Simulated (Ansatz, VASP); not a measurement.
# Two plane-wave programs on Te

The input INCAR:

```
SYSTEM = Te
  PREC = Accurate
  ENCUT = 500
  EDIFF = 1E-7
  ISMEAR = 0
  SIGMA = 0.1
  LREAL = .False.
  LASPH = .True.
  NELM = 120
  ALGO = Normal
  ISIF = 3
  LWAVE = .False.
  LCHARG = .False.
  GGA = PE
  IBRION = 2
  NSW = 90
  EDIFFG = -0.04
  GGA_COMPAT = .False.
  NELMIN = 4
```

File KPOINTS:

```
regular mesh
0
Gamma
  6 6 2
  0 0 0
```

Contents of POSCAR:

```
Te
1.0
    2.8262884400      0.0000000000      0.0000000000
   -1.4131442200      2.4476375900      0.0000000000
    0.0000000000      0.0000000000      9.8082490000
Te
2
Direct
    0.3333333300      0.6666666700      0.0000000000
    0.6666666700      0.3333333300      0.0000000000
```

Input for Ansatz:

```yaml
crystal:
  lattice:
    - [2.82628844, 0.0, 0.0]
    - [-1.41314422, 2.44763759, 0.0]
    - [0.0, 0.0, 9.808249]
  atoms:
    - { symbol: Te, position: [0.33333333, 0.66666667, 0.0] }
    - { symbol: Te, position: [0.66666667, 0.33333333, 0.0] }
basis:
  ecutwfc: 420
kpoints:
  mp_grid: { grid: [6, 6, 2] }
hamiltonian:
  xc: pbe
scf:
  occupations: { method: gaussian, width: 0.1 }
  lower_state_search: "off"
output:
  forces: true
  stress: true
  eigenvalues: true
relax:
  adjacent_minimum: "off"
  f_tol: 0.04
  max_steps: 70
  cell: { stress_tol: 0.4 }
```

Alike in both runs: task relaxation of cell and atoms; functional PBE; k mesh 6 × 6 × 2; occupations gaussian, width 0.1 eV; no spin polarisation.

```csv
,VASP,Ansatz
version,VASP 6.6.1,Ansatz 0.2.0
potentials or method,"VASP PAW PBE potentials, release 64 (Te), cutoff 500 eV","scalar-relativistic, plane waves, PAW"
valence electrons in the cell,12,32
```

Ansatz gave:

```
gap on the k mesh at the Fermi level, each at its own relaxed structure (eV)  : none
relaxed volume (Å³/atom)                                                      : 64.36
relaxed length of the cell vector where the two differ most in proportion (Å) : 5.729
```

Task: What did VASP give for the same quantities?

Result: gap on the k mesh at the Fermi level, each at its own relaxed structure (eV): none; relaxed volume (Å³/atom): 110.21; relaxed length of the cell vector where the two differ most in proportion (Å): 9.806.

A gap of «none» marks a metal or a gap that the smearing closes. One of these differences is far larger than is usual between the two programs; its cause wasn't traced. VASP's potentials hold 12 valence electrons a cell and Ansatz's 32, so a difference there can come from the potentials and not from the codes.

The k mesh is coarse, so the values compare programs but aren't converged. Neither program's run includes spin-orbit coupling. Noted on VASP's run: the volume moved by over 15 % at a fixed basis, so the end points are rough.
